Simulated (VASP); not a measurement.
# Ti2Al6H in VASP: single point with PBE+D3(BJ)

Aim: the single point of Ti2Al6H with PBE+D3(BJ).

Program: VASP 6.6.1. These are calculated values, not measurements. Logs are shortened: lines on timing, memory, paths and dates and some standing lists are left out, and cuts for length are marked.

## (1) The cell of the first run

The cell holds a slab with vacuum, 9 atoms: a = 5.024 Å, b = 5.024 Å, c = 21.219 Å, α = 90.00°, β = 90.00°, γ = 64.55°.

## (2) Single point, PBE+D3(BJ)

The input, INCAR:

```
SYSTEM = Ti2Al6H
  ALGO = Normal
  DIPOL = 0.5 0.5 0.311
  EDIFF = 1E-7
  ENCUT = 520
  GGA = PE
  IDIPOL = 3
  ISIF = 2
  ISMEAR = 0
  IVDW = 12
  LASPH = .TRUE.
  LCHARG = .FALSE.
  LDIPOL = .TRUE.
  LREAL = .FALSE.
  LWAVE = .FALSE.
  NBANDS = 32
  NELM = 80
  PREC = Accurate
  SIGMA = 0.1
```

The input, KPOINTS:

```
k-points
0
G
  6 6 1
  0 0 0
```

The input, POSCAR:

```
Ti2Al6H
1.0
    5.0241861190      0.0000000000      0.0000000000
    2.1588814530      4.5367033218      0.0000000000
    0.0000000000      0.0000000000     21.2187109014
Al Ti H
6 2 1
Direct
    0.5000000000      0.0000000000      0.1885128658
    0.0000000000      0.5000000000      0.1885128658
    0.0000000000      0.0000000000      0.2517328341
    0.0000000000      0.5000000000      0.3193548961
    0.5000000000      0.0000000000      0.3193548961
    0.5000000000      0.5000000000      0.3826203646
    0.5000000000      0.5000000000      0.2517328341
    0.0000000000      0.0000000000      0.3797002555
    0.6666666667      1.0000000000      0.5145793706
```

Potentials or basis: VASP PAW PBE potentials, release 64 (Al, Ti_sv, H).

Run with:

```bash
$ cat potpaw_PBE.64/Al/POTCAR potpaw_PBE.64/Ti_sv/POTCAR potpaw_PBE.64/H/POTCAR > POTCAR
$ mpirun -np 1 vasp_std > vasp.out
```

OUTCAR:

```text
SYSTEM = Ti2Al6H
   EDIFF = 1E-7
   ENCUT = 520
   GGA = PE
   ISIF = 2
   ISMEAR = 0
   IVDW = 12
   LASPH = .TRUE.
   LREAL = .FALSE.
   NELM = 80
   PREC = Accurate
 IVDW          = 12

 ion  position               nearest neighbor table
   1  0.500  0.000  0.189-   2 2.68   2 2.68   5 2.78   7 2.85   7 2.85   3 2.85   3 2.85
   2  0.000  0.500  0.189-   1 2.68   1 2.68   4 2.78   3 2.85   3 2.85   7 2.85   7 2.85
   3  0.000  0.000  0.252-   7 2.68   7 2.68   8 2.72   2 2.85   2 2.85   1 2.85   1 2.85   4 2.89
                             4 2.89   5 2.89   5 2.89
   4  0.000  0.500  0.319-   5 2.68   5 2.68   2 2.78   8 2.82   8 2.82   6 2.85   6 2.85   3 2.89
                             3 2.89   7 2.89   7 2.89
   5  0.500  0.000  0.319-   4 2.68   4 2.68   1 2.78   8 2.82   8 2.82   6 2.85   6 2.85   7 2.89
                             7 2.89   3 2.89   3 2.89
   6  0.500  0.500  0.383-   8 2.68   8 2.68   7 2.78   5 2.85   5 2.85   4 2.85   4 2.85
   7  0.500  0.500  0.252-   3 2.68   3 2.68   6 2.78   1 2.85   1 2.85   2 2.85   2 2.85   5 2.89
                             5 2.89   4 2.89   4 2.89
   8  0.000  0.000  0.380-   6 2.68   6 2.68   3 2.72   4 2.82   4 2.82   5 2.82   5 2.82
   9  0.667  0.000  0.515-

  LATTYP: Found a base centered orthorhombic cell.
 ALAT       =     5.3657849248
 B/A-ratio  =     1.5833231892
 C/A-ratio  =     3.9544467769

  Lattice vectors:

 A1 = (  -2.1588814530,  -4.5367033218,   0.0000000000)
 A2 = (   5.0241861190,   0.0000000000,   0.0000000000)
 A3 = (   0.0000000000,   0.0000000000,  21.2187109014)

Analysis of symmetry for initial positions (statically):
=====================================================================
 Subroutine PRICEL returns:
 Original cell was already a primitive cell.

 Routine SETGRP: Setting up the symmetry group for a
 base centered orthorhombic supercell.

 Subroutine GETGRP returns: Found  1 space group operations
 (whereof  1 operations were pure point group operations)
 out of a pool of  8 trial point group operations.

The static configuration has the point symmetry C_1 .

Analysis of symmetry for dynamics (positions and initial velocities):
=====================================================================
 Subroutine PRICEL returns:
 Original cell was already a primitive cell.

 Routine SETGRP: Setting up the symmetry group for a
 base centered orthorhombic supercell.

 Subroutine GETGRP returns: Found  1 space group operations
 (whereof  1 operations were pure point group operations)
[... 127 lines left out ...]
   EFERMI_NEDOS =   21; number of points for ismear=-14 and -15
   IALGO  =     38    algorithm
   IMIX   =      4    mixing-type and parameters
     AMIX     =   0.40;   BMIX     =  1.00
     AMIX_MAG =   1.60;   BMIX_MAG =  1.00
  volume/ion in A,a.u.               =      53.74       362.64
  Fermi-wavevector in a.u.,A,eV,Ry     =   0.730672  1.380770  7.263905  0.533882
  Thomas-Fermi vector in A             =   1.822700
   LORBIT       =      0    0 simple, 1 ext, 2 COOP (PROOUT), +10 PAW based schemes
   GGA     = PE    functional components
   LHFCALC =     F    Hartree Fock is set to
   AEXX    =    0.0000 exact exchange contribution
   IVDW    =    12    specifies the selected vdW correction
   LEPSILON=     F    determine dielectric tensor
   LRPA    =     F    only Hartree local field effects (RPA)
 non-spin polarized calculation
 Gauss-broadening in eV      SIGMA  =   0.10
  energy-cutoff  :      520.00
  volume of cell :      483.64
 maximum number of plane-waves:     13072
 NGX is ok and might be reduce to    40
   NGX = 19   NGY = 19   NGZ = 79

 dipolmoment           0.000000      0.000000     -0.116532 electrons x Angstroem

 number of electron      43.0000009 magnetization

 dipolmoment           0.000000      0.000000      0.258484 electrons x Angstroem

 Free energy of the ion-electron system (eV)
  ---------------------------------------------------
  ext. energy  EPLUGINS =         0.00000000
  ---------------------------------------------------
  free energy    TOTEN  =       -37.20408075 eV

  energy without entropy =      -37.17266658  energy(sigma->0) =      -37.18837366

 E-fermi :  -1.5072     XC(G=0):  -4.0491

 val. band max:       -1.5361324121   @ k =   0.0000  -0.1667   0.0000
 cond. band min:      -1.5037671180   @ k =   0.3333   0.0000   0.0000
 fundamental gap:      0.0323652941
 Fermi energy:        -1.5071636702

 k-point     1 :       0.0000    0.0000    0.0000
  band No.  band energies     occupation
      1     -58.4848      2.00000
      2     -58.1182      2.00000
      3     -34.8765      2.00000
      4     -34.7690      2.00000
      5     -34.6298      2.00000
      6     -34.5265      2.00000
[... 689 lines left out ...]
     31       1.7618      0.00000
     32       1.8629      0.00000

------------------------ aborting loop because EDIFF is reached ----------------------------------------

 vacuum level on the upper side and lower side of the slab       (xc-potential included)         0.962        -1.042

 Edisp (eV)   -2.03120

 E8    (eV) :    -0.9663

  FORCE on cell =-STRESS in cart. coord.  units (eV):
  Direction    XX          YY          ZZ          XY          YZ          ZX
  --------------------------------------------------------------------------------------
  -------------------------------------------------------------------------------------
  Total      -5.10909    -2.98807    -4.11209    -1.90550     0.34926     0.56308
  in kB     -16.92502    -9.89865   -13.62223    -6.31239     1.15701     1.86534
  external pressure =      -13.48 kB  Pullay stress =        0.00 kB

 VOLUME and BASIS-vectors are now :
 -----------------------------------------------------------------------------
  energy-cutoff  :      520.00
  volume of cell :      483.64
      direct lattice vectors                 reciprocal lattice vectors
     5.024186119  0.000000000  0.000000000     0.199037212 -0.094715858  0.000000000
     2.158881453  4.536703322  0.000000000     0.000000000  0.220424376  0.000000000
     0.000000000  0.000000000 21.218710901     0.000000000  0.000000000  0.047128216

 POSITION                                       TOTAL-FORCE (eV/Angst)
 -----------------------------------------------------------------------------------
      2.51209      0.00000      4.00000        -0.004203      0.027844      0.493731
      1.07944      2.26835      4.00000         0.018057     -0.005606      0.513085
      0.00000      0.00000      5.34145         0.013449     -0.005175     -0.570268
      1.07944      2.26835      6.77630        -0.011622      0.002107      0.031305
      2.51209      0.00000      6.77630         0.020948      0.008352     -0.124914
      3.59153      2.26835      8.11871         0.012677     -0.106088      0.279469
      3.59153      2.26835      5.34145         0.013235     -0.028704     -0.480619
      0.00000      0.00000      8.05675        -0.308130     -0.021169      0.903012
      3.34946      0.00000     10.91871         0.245589      0.128439     -1.044800
 -----------------------------------------------------------------------------------
    total drift:                               -0.000044     -0.000008     -0.000185

  FREE ENERGIE OF THE ION-ELECTRON SYSTEM (eV)
  ---------------------------------------------------
  free  energy   TOTEN  =       -39.2352831514 eV

  energy  without entropy=      -39.2038689844  energy(sigma->0) =      -39.21957607

 vacuum level on the upper side and lower side of the slab         4.695         2.637
```

It took 25 min on 1 thread of Intel Xeon 8259CL, shared host; peak memory 0.7 GiB.

What came out:

```yaml
Free_energy: -39.2353 eV
Largest_force: 1.081 eV/Å
Band_gap_on_the_k_mesh: zero (an odd number of electrons rules out a gap without spin polarisation)
Dispersion_energy_per_atom: -0.226 eV
```

Forces in eV/Å, atoms in the order of the input:
```
Al  -0.004  0.028  0.494
Al   0.018 -0.006  0.513
Al   0.013 -0.005 -0.570
Al  -0.012  0.002  0.031
Al   0.021  0.008 -0.125
Al   0.013 -0.106  0.279
Ti   0.013 -0.029 -0.481
Ti  -0.308 -0.021  0.903
H    0.246  0.128 -1.045
```
